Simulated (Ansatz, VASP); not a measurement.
**NaI in VASP and in Ansatz**

INCAR

```
ALGO = Normal
EDIFF = 1E-6
ENCUT = 520
GGA = PE
ISIF = 2
ISMEAR = 0
IVDW = 12
LASPH = True
LCHARG = False
LREAL = False
LWAVE = False
NBANDS = 22
NELM = 80
PREC = Accurate
SIGMA = 0.05
```

Contents of KPOINTS:

```
k-points
0
Gamma
  8 8 8
```

Contents of POSCAR:

```
NaI
1.0
   -2.2145135000      2.2477312025      8.3637720000
    2.2145135000     -2.2477312025      8.3637720000
    2.2145135000      2.2477312025     -8.3637720000
Na I
2 2
Direct
    0.2500000000      0.7500000000      0.5000000000
    0.5000000000      0.5000000000      0.0000000000
    0.7500000000      0.2500000000      0.5000000000
    0.0000000000      0.0000000000      0.0000000000
```

Input for Ansatz:

```yaml
crystal:
  lattice:
    - [-2.2145135, 2.2477312025, 8.363772]
    - [2.2145135, -2.2477312025, 8.363772]
    - [2.2145135, 2.2477312025, -8.363772]
  atoms:
    - { symbol: Na, position: [0.25, 0.75, 0.5] }
    - { symbol: Na, position: [0.5, 0.5, 0.0] }
    - { symbol: I, position: [0.75, 0.25, 0.5] }
    - { symbol: I, position: [0.0, 0.0, 0.0] }
basis:
  ecutwfc: 420
kpoints:
  mp_grid: { grid: [8, 8, 8] }
hamiltonian:
  xc: pbe
  dispersion: d3bj
scf:
  occupations: { method: gaussian, width: 0.05 }
output:
  forces: true
  stress: true
  eigenvalues: true
```

Change from the starting cell: strain +0.0150 x Voigt [0, 1, 0, 0, 0, 0], atoms carried along.

Alike in both runs: task single point; functional PBE; dispersion D3(BJ); k mesh 8 × 8 × 8; occupations gaussian, width 0.05 eV; no spin polarisation.

|  | VASP | Ansatz |
| --- | --- | --- |
| version | VASP 6.6.1 | Ansatz 0.2.0 |
| potentials or method | VASP PAW PBE potentials, release 64 (Na_pv, I), cutoff 520 eV | scalar-relativistic, plane waves, PAW |
| valence electrons in the cell | 28 | 52 |

|  | VASP | Ansatz | Ansatz less VASP |
| --- | --- | --- | --- |
| gap on the k mesh at the Fermi level (eV) | 3.03 | 3.03 | 0.000 |
| least direct gap on the mesh (eV) | 3.06 | 3.06 | 0.000 |
| pressure (GPa) | -1.0 | -1.0 | -0.01 |
| traceless stress, the component that is largest in VASP (GPa) | -0.23 | -0.23 | -0.003 |
| rms of the force components (eV/Å) | 0.003 | 0.003 | 0.0000 |

Atom by atom the forces differ by 0.000 eV/Å (rms over components). VASP's potentials hold 28 valence electrons a cell and Ansatz's 52, so a difference there can come from the potentials and not from the codes.

Neither program's run includes spin-orbit coupling.
